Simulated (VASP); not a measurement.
The system is SrO.

```xyz
4
Lattice="3.5768 0.0000 0.0000 -1.7884 3.0976 0.0000 0.0000 0.0000 6.2585" Properties=species:S:1:pos:R:3 pbc="T T T"
Sr    1.7884    1.0325    4.6939
Sr    0.0000    2.0651    1.5646
O     0.0000    0.0000    3.1292
O     0.0000    0.0000    0.0000
```

Program: VASP 6.6.1. Alike in all runs: task single point; no spin polarisation; cell as given; k mesh 9 × 9 × 5; cutoff (eV) 520; smearing fermi-dirac 0.05 eV.

Task: Order these runs on this cell by their pressure, lowest first.
A. level r2SCAN; potentials or basis VASP PAW PBE potentials, release 64 (Sr_sv, O)
B. level PBEsol; potentials or basis VASP PAW PBE potentials, release 64 (Sr_sv, O)
C. level LDA; potentials or basis VASP PAW LDA potentials, release 64 (Sr_sv, O)

Result: C (-6.5 GPa), B (-3.4 GPa), A (-1.6 GPa).

Caveats: the PAW data sets were made with another functional, which shifts forces and pressure a little (some runs).
